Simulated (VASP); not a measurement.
# NaScTe2 (Cmmm) in VASP: notebook

Runs on NaScTe2. Level: PBE. Tasks: single point, relaxation of cell and atoms.

Everything below comes from runs of VASP 6.6.1. Logs are shortened: lines on timing, memory, paths and dates and some standing lists are left out, and cuts for length are marked.

### 1 The cell of the first run

It takes space group Cmmm (No. 65, orthorhombic). The conventional cell has a = 5.370 Å, b = 5.808 Å, c = 9.505 Å, α = 90.00°, β = 90.00°, γ = 90.00°. Within 3.5 Å of Na (site symmetry mmm) lie 4 Sc at 2.68 to 2.90 Å and 4 Te at 3.48 Å. Sc (site symmetry mmm) has 2 Te at 2.21 Å and 2 Na at 2.68 Å within 2.9 Å. Te (site symmetry mm2) has 1 Sc at 2.21 Å within 2.9 Å.

### 2 Single point, PBE

The input, INCAR:

```
SYSTEM = NaScTe2
PREC = Accurate ; ENCUT = 520
EDIFF = 1E-7 ; ISMEAR = 0
SIGMA = 0.1 ; LREAL = .False.
LASPH = .True. ; NELM = 100
ALGO = Normal ; ISIF = 2
LWAVE = .False. ; LCHARG = .False.
GGA = PE ; NBANDS = 23
```

The input, KPOINTS:

```
regular mesh
0
Gamma
  4 4 2
  0 0 0
```

The input, POSCAR:

```
NaScTe2
1.0
    2.6847738200     -2.9041779800      0.0000000000
    2.6847738200      2.9041779800      0.0000000000
    0.0000000000      0.0000000000      9.5045426400
Na Sc Te
1 1 2
Direct
    0.0000000000      0.0000000000      0.0000000000
    0.5000000000      0.5000000000      0.0000000000
    0.5000000000      0.5000000000      0.2322008500
    0.5000000000      0.5000000000      0.7677991500
```

Potentials or basis: VASP PAW PBE potentials, release 64 (Na_pv, Sc_sv, Te).

The run is started by

```sh
> cat potpaw_PBE.64/Na_pv/POTCAR potpaw_PBE.64/Sc_sv/POTCAR potpaw_PBE.64/Te/POTCAR > POTCAR
> mpirun -np 1 vasp_std > vasp.out
```

OUTCAR:

```text
SYSTEM = NaScTe2
   PREC = Accurate
   ENCUT = 520
   EDIFF = 1E-7
   ISMEAR = 0
   LREAL = .False.
   LASPH = .True.
   NELM = 100
   ISIF = 2
   GGA = PE

 ion  position               nearest neighbor table
   1  0.000  0.000  0.000-   2 2.68   2 2.68   2 2.90   2 2.90
   2  0.500  0.500  0.000-   3 2.21   4 2.21   1 2.68   1 2.68   1 2.90   1 2.90
   3  0.500  0.500  0.232-   2 2.21
   4  0.500  0.500  0.768-   2 2.21

  LATTYP: Found a base centered orthorhombic cell.
 ALAT       =     5.3695476400
 B/A-ratio  =     1.0817216550
 C/A-ratio  =     1.7700825614

  Lattice vectors:

 A1 = (   2.6847738200,  -2.9041779800,   0.0000000000)
 A2 = (   2.6847738200,   2.9041779800,   0.0000000000)
 A3 = (   0.0000000000,   0.0000000000,   9.5045426400)

Analysis of symmetry for initial positions (statically):
=====================================================================
 Subroutine PRICEL returns:
 Original cell was already a primitive cell.

 Routine SETGRP: Setting up the symmetry group for a
 base centered orthorhombic supercell.

 Subroutine GETGRP returns: Found  8 space group operations
 (whereof  8 operations were pure point group operations)
 out of a pool of  8 trial point group operations.

The static configuration has the point symmetry D_2h.

Analysis of symmetry for dynamics (positions and initial velocities):
=====================================================================
 Subroutine PRICEL returns:
 Original cell was already a primitive cell.

 Routine SETGRP: Setting up the symmetry group for a
 base centered orthorhombic supercell.

 Subroutine GETGRP returns: Found  8 space group operations
 (whereof  8 operations were pure point group operations)
 out of a pool of  8 trial point group operations.

The dynamic configuration has the point symmetry D_2h.

 Subroutine INISYM returns: Found  8 space group operations
 (whereof  8 operations are pure point group operations),
 and found     1 'primitive' translations

----------------------------------------------------------------------------------------

                                     Primitive cell

  volume of cell :     148.2150

  direct lattice vectors                    reciprocal lattice vectors
     2.684773820 -2.904177980  0.000000000     0.186235427 -0.172165757  0.000000000
     2.684773820  2.904177980  0.000000000     0.186235427  0.172165757  0.000000000
     0.000000000  0.000000000  9.504542640     0.000000000  0.000000000  0.105212848

  length of vectors
     3.955029735  3.955029735  9.504542640     0.253623111  0.253623111  0.105212848

  position of ions in fractional coordinates (direct lattice)
     0.000000000  0.000000000  0.000000000
     0.500000000  0.500000000  0.000000000
     0.500000000  0.500000000  0.232200850
     0.500000000  0.500000000  0.767799150

  ion indices of the primitive-cell ions
   primitive index   ion index
                 1           1
                 2           2
                 3           3
                 4           4

----------------------------------------------------------------------------------------

 KPOINTS: regular mesh

Automatic generation of k-mesh.
 Grid dimensions read from file:
 generate k-points for:    4    4    2

 Generating k-lattice:

  Cartesian coordinates                     Fractional coordinates (reciprocal lattice)
     0.046558857 -0.043041439  0.000000000     0.250000000  0.000000000  0.000000000
     0.046558857  0.043041439  0.000000000     0.000000000  0.250000000  0.000000000
     0.000000000  0.000000000  0.052606424     0.000000000  0.000000000  0.500000000

  Length of vectors
     0.063405778  0.063405778  0.052606424

  Shift w.r.t. Gamma in fractional coordinates (k-lattice)
     0.000000000  0.000000000  0.000000000

 Subroutine IBZKPT returns following result:
 ===========================================

 Found     14 irreducible k-points:

 Following reciprocal coordinates:
            Coordinates               Weight
  0.000000  0.000000  0.000000      1.000000
  0.250000  0.000000  0.000000      4.000000
  0.500000  0.000000  0.000000      2.000000
  0.250000  0.250000  0.000000      2.000000
  0.500000  0.250000  0.000000      4.000000
 -0.250000  0.250000  0.000000      2.000000
  0.500000  0.500000  0.000000      1.000000
  0.000000  0.000000  0.500000      1.000000
  0.250000  0.000000  0.500000      4.000000
  0.500000  0.000000  0.500000      2.000000
  0.250000  0.250000  0.500000      2.000000
  0.500000  0.250000  0.500000      4.000000
 -0.250000  0.250000  0.500000      2.000000
  0.500000  0.500000  0.500000      1.000000
   k-points           NKPTS =     14   k-points in BZ     NKDIM =     14   number of bands    NBANDS=     23
   number of dos      NEDOS =    301   number of ions     NIONS =      4
   total plane-waves  NPLWV =  64800
   dimension x,y,z NGX =    30 NGY =   30 NGZ =   72
   dimension x,y,z NGXF=    60 NGYF=   60 NGZF=  144
   ions per type =               1   1   2
   NGX,Y,Z   is equivalent  to a cutoff of  12.61, 12.61, 12.59 a.u.
   NGXF,Y,Z  is equivalent  to a cutoff of  25.22, 25.22, 25.19 a.u.
 SYSTEM =  NaScTe2
   PREC   = accura    normal or accurate (medium, high low for compatibility)
   ISTART =      0    job   : 0-new  1-cont  2-samecut
   ICHARG =      2    charge: 1-file 2-atom 10-const
   ISPIN  =      1    spin polarized calculation?
   LNONCOLLINEAR =      F non collinear calculations
   LSORBIT =      F    spin-orbit coupling
   LASPH  =      T    aspherical Exc in radial PAW
   ENCUT  =  520.0 eV  38.22 Ry    6.18 a.u.   7.35  7.35 17.67*2*pi/ulx,y,z
   NELM   =    100;   NELMIN=  2; NELMDL= -5     # of ELM steps
   EDIFF  = 0.1E-06   stopping-criterion for ELM
   LREAL  =      F    real-space projection
   EDIFFG = 0.1E-05   stopping-criterion for IOM
   NSW    =      0    number of steps for IOM
   IBRION =     -1    ionic relax: 0-MD 1-quasi-New 2-CG
   NFREE  =      0    steps in history (QN), initial steepest desc. (CG)
   ISIF   =      2    stress and relaxation
   ISYM   =      2    0-nonsym 1-usesym 2-fastsym
   POTIM  = 0.5000    time-step for ionic-motion
   TEBEG  =    0.0;   TEEND  =   0.0 temperature during run
   PSTRESS=    0.0 pullay stress
   NELECT =      30.0000    total number of electrons
   NUPDOWN=      -1.0000    fix difference up-down
   EMIN   =  10.00;   EMAX   =-10.00  energy-range for DOS
   EFERMI =   0.00;   METHOD = LEGACY
   ISMEAR =     0;   SIGMA  =   0.10  broadening in eV -4-tet -1-fermi 0-gaus
   EFERMI_NEDOS =   21; number of points for ismear=-14 and -15
   IALGO  =     38    algorithm
   IMIX   =      4    mixing-type and parameters
     AMIX     =   0.40;   BMIX     =  1.00
     AMIX_MAG =   1.60;   BMIX_MAG =  1.00
  volume/ion in A,a.u.               =      37.05       250.05
  Fermi-wavevector in a.u.,A,eV,Ry     =   0.961209  1.816422 12.570734  0.923923
  Thomas-Fermi vector in A             =   2.090561
   LORBIT       =      0    0 simple, 1 ext, 2 COOP (PROOUT), +10 PAW based schemes
   GGA     = PE    functional components
   LHFCALC =     F    Hartree Fock is set to
   AEXX    =    0.0000 exact exchange contribution
   IVDW    =     0    specifies the selected vdW correction
   LEPSILON=     F    determine dielectric tensor
   LRPA    =     F    only Hartree local field effects (RPA)
 non-spin polarized calculation
 Gauss-broadening in eV      SIGMA  =   0.10
  energy-cutoff  :      520.00
  volume of cell :      148.21
 maximum number of plane-waves:      4004
 NGX is ok and might be reduce to    30
   NGX = 15   NGY = 15   NGZ = 35

 number of electron      30.0000004 magnetization

 Free energy of the ion-electron system (eV)
  ---------------------------------------------------
  ext. energy  EPLUGINS =         0.00000000
  ---------------------------------------------------
  free energy    TOTEN  =        -9.46186494 eV

  energy without entropy =       -9.43983843  energy(sigma->0) =       -9.45085168

 E-fermi :   1.9910     XC(G=0):  -7.3999

 val. band max:        1.9680938101   @ k =   0.0000   0.0000   0.5000
 cond. band min:       2.0304045527   @ k =   0.2500   0.0000   0.0000
 fundamental gap:      0.0623107426
 Fermi energy:         1.9909568256

 k-point     1 :       0.0000    0.0000    0.0000
  band No.  band energies     occupation
      1     -46.7617      2.00000
      2     -25.8608      2.00000
      3     -25.6532      2.00000
      4     -25.5370      2.00000
      5     -22.9664      2.00000
      6     -22.9087      2.00000
[... 15 lines left out ...]
     22       6.6429      0.00000
     23       7.7699      0.00000

 k-point     2 :       0.2500    0.0000    0.0000
  band No.  band energies     occupation
      1     -46.7609      2.00000
      2     -25.8578      2.00000
      3     -25.6461      2.00000
      4     -25.5422      2.00000
      5     -22.9905      2.00000
      6     -22.9162      2.00000
[... 15 lines left out ...]
     22       7.0293      0.00000
     23       7.6153      0.00000

 k-point     3 :       0.5000    0.0000    0.0000
  band No.  band energies     occupation
      1     -46.7602      2.00000
      2     -25.8548      2.00000
      3     -25.6407      2.00000
      4     -25.5454      2.00000
      5     -23.0149      2.00000
      6     -22.9235      2.00000
[... 15 lines left out ...]
     22       8.2761      0.00000
     23       8.3255      0.00000
[... 235 lines left out ...]
 k-point    13 :      -0.2500    0.2500    0.5000
  band No.  band energies     occupation
      1     -46.7600      2.00000
      2     -25.8554      2.00000
      3     -25.6719      2.00000
      4     -25.5496      2.00000
      5     -22.9659      2.00000
      6     -22.9228      2.00000
[... 15 lines left out ...]
     22       7.5655      0.00000
     23       7.6751      0.00000

 k-point    14 :       0.5000    0.5000    0.5000
  band No.  band energies     occupation
      1     -46.7582      2.00000
      2     -25.8505      2.00000
      3     -25.6907      2.00000
      4     -25.5816      2.00000
      5     -22.9650      2.00000
      6     -22.9082      2.00000
[... 15 lines left out ...]
     22       5.3617      0.00000
     23       5.5577      0.00000

------------------------ aborting loop because EDIFF is reached ----------------------------------------

  FORCE on cell =-STRESS in cart. coord.  units (eV):
  Direction    XX          YY          ZZ          XY          YZ          ZX
  --------------------------------------------------------------------------------------
  -------------------------------------------------------------------------------------
  Total        5.6292680      2.8526369     37.3529295      0.0000000      0.0000000      0.0000000
  in kB       60.8513696     30.8364897    403.7784156      0.0000000      0.0000000      0.0000000
  external PRESSURE =     165.1554250 kB  Pullay stress =       0.0000000 kB

 VOLUME and BASIS-vectors are now :
 -----------------------------------------------------------------------------
  energy-cutoff  :      520.00
  volume of cell :      148.21
      direct lattice vectors                 reciprocal lattice vectors
     2.684773820 -2.904177980  0.000000000     0.186235427 -0.172165757  0.000000000
     2.684773820  2.904177980  0.000000000     0.186235427  0.172165757  0.000000000
     0.000000000  0.000000000  9.504542640     0.000000000  0.000000000  0.105212848

 POSITION                                       TOTAL-FORCE (eV/Angst)
 -----------------------------------------------------------------------------------
      0.00000      0.00000      0.00000         0.000000     -0.000000      0.000000
      2.68477      0.00000      0.00000         0.000000      0.000000      0.000000
      2.68477      0.00000      2.20696        -0.000000     -0.000000      8.537074
      2.68477      0.00000      7.29758         0.000000     -0.000000     -8.537074
 -----------------------------------------------------------------------------------
    total drift:                                0.000000      0.000000      0.000000

  FREE ENERGIE OF THE ION-ELECTRON SYSTEM (eV)
  ---------------------------------------------------
  free  energy   TOTEN  =        -9.4618649374 eV

  energy  without entropy=       -9.4398384316  energy(sigma->0) =       -9.45085168
```

Run time: 76 s. Hardware: 1 thread of Intel Xeon Platinum 8488C (Sapphire Rapids), shared host; peak memory 0.27 GiB.

What came out:

| Quantity | Value |
| --- | --- |
| Free energy | -9.4619 eV |
| Pressure | 16.5 GPa |
| Largest force | 8.537 eV/Å |
| Band gap on the k mesh | zero (band 15 reaches 2.06 eV, above the bottom of band 16 at 1.95 eV) |

Forces on the atoms (eV/Å):
```
Na   0.000  0.000  0.000
Sc   0.000  0.000  0.000
Te   0.000  0.000  8.537
Te   0.000  0.000 -8.537
```

Stress tensor (GPa, compression positive):
```
 6.09  0.00  0.00
 0.00  3.08  0.00
 0.00  0.00 40.38
```

Caveat: the k points lie up to 0.40 Å⁻¹ apart; spin-orbit coupling is left out, which moves the levels of the heavy elements; forces of over 1 eV/Å act on the atoms, so gaps and moduli don't describe the material at rest.

(Continued in part 2 of 2.)
